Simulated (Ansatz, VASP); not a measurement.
## Two plane-wave programs on Sn

File INCAR:

```
SYSTEM = Sn
PREC = Accurate ; ENCUT = 600
EDIFF = 1E-6 ; ISMEAR = 0
SIGMA = 0.1 ; LREAL = .False.
LASPH = .True. ; NELM = 60
ALGO = Normal ; ISIF = 3
LWAVE = .False. ; LCHARG = .False.
GGA = PE ; IBRION = 2
NSW = 100 ; EDIFFG = -0.01
```

Contents of KPOINTS:

```
regular mesh
0
Gamma
  14 14 14
  0 0 0
```

Contents of POSCAR:

```
Sn
1.0
    3.0845366498      0.0000000000      0.0000000000
    0.0000000000      3.0845366498      0.0000000000
    0.0000000000      0.0000000000      3.0845366498
Sn
1
Direct
    0.0000000000      0.0000000000      0.0000000000
```

Input for Ansatz:

```yaml
crystal:
  lattice:
    - [3.0845366498, 0.0, 0.0]
    - [0.0, 3.0845366498, 0.0]
    - [0.0, 0.0, 3.0845366498]
  atoms:
    - { symbol: Sn, position: [0.0, 0.0, 0.0] }
basis:
  ecutwfc: 420
kpoints:
  mp_grid: { grid: [14, 14, 14] }
hamiltonian:
  xc: pbe
scf:
  occupations: { method: gaussian, width: 0.1 }
output:
  forces: true
  stress: true
  eigenvalues: true
relax:
  adjacent_minimum: "off"
  f_tol: 0.01
  max_steps: 80
  cell: { stress_tol: 0.05 }
```

Alike in both runs: task relaxation of cell and atoms; functional PBE; k mesh 14 × 14 × 14; occupations gaussian, width 0.1 eV; no spin polarisation.

|  | VASP | Ansatz |
| --- | --- | --- |
| version | VASP 6.6.1 | Ansatz 0.2.0 |
| potentials or method | VASP PAW PBE potentials, release 64 (Sn_d), cutoff 600 eV | scalar-relativistic, plane waves, PAW |
| valence electrons in the cell | 14 | 14 |

VASP gave:

```
gap on the k mesh at the Fermi level, each at its own relaxed structure (eV) : none
relaxed volume (Å³/atom)                                                     : 29.43
relaxed cell length with the largest relative difference (Å)                 : 3.087
```

Which values does Ansatz return?

gap on the k mesh at the Fermi level, each at its own relaxed structure (eV): none; relaxed volume (Å³/atom): 29.44; relaxed cell length with the largest relative difference (Å): 3.088.

A gap of «none» marks a metal or a gap that the smearing closes.
